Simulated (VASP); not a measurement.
Set up this calculation in VASP 6.6.1, as the native input.

| Property | Result |
| --- | --- |
| Task | single point |
| Functional | LDA |
| Potentials or basis | VASP PAW LDA potentials, release 64 (Ni, Pt) |
| Cutoff | 520 eV |
| k mesh | 6 × 6 × 6 |
| Occupations | gaussian, width 0.1 eV |
| Spin | collinear spin, ferromagnetic start |
| Starting moments | [0.72, 0.72, 0.72, 0.34] μB |
| Dipole correction | no |
| Further INCAR settings | ALGO = Normal; EDIFF = 1e-07; NBANDS = 32 |

The structure of Ni3Pt lies in POSCAR:

```
Ni3Pt
1.0
    3.5615788110      0.0000000000      0.0000000000
    0.0000000000      3.5615788110      0.0000000000
    0.0000000000      0.0000000000      3.5615788110
Ni Pt
3 1
Direct
    0.5000000000      0.0000000000      0.5000000000
    0.0000000000      0.5000000000      0.5000000000
    0.5000000000      0.5000000000      0.0000000000
    0.0000000000      0.0000000000      0.0000000000
```

The input as run:

INCAR

```
PREC = Accurate
ENCUT = 520
EDIFF = 1E-7
ISMEAR = 0
SIGMA = 0.1
LREAL = False
LASPH = True
NELM = 150
ALGO = Normal
ISIF = 2
LWAVE = False
LCHARG = True
ISPIN = 2
MAGMOM = 0.72 0.72 0.72 0.34
LORBIT = 11
LMAXMIX = 4
LELF = True
LVHAR = True
NBANDS = 32
```

KPOINTS

```
Automatic mesh
0
Gamma
  6 6 6
```

Potentials or basis: VASP PAW LDA potentials, release 64 (Ni, Pt).

The run is started by

```console
$ cat potpaw_LDA.64/Ni/POTCAR potpaw_LDA.64/Pt/POTCAR > POTCAR
$ mpirun -np 1 vasp_std > vasp.out
```

It gave:

| Item | Value |
| --- | --- |
| Pressure | 0.3 GPa |
| Net moment | 1.78 μB per cell |
| Site moments | Ni +0.50; Pt +0.27 μB |
| Valence electrons inside the program's atomic spheres | Ni 9.40; Pt 9.60 |

Run time: 34 s on 1 thread of AMD EPYC 9R45 96-Core Processor (Zen 5) (shared host), peak memory 0.15 GiB.
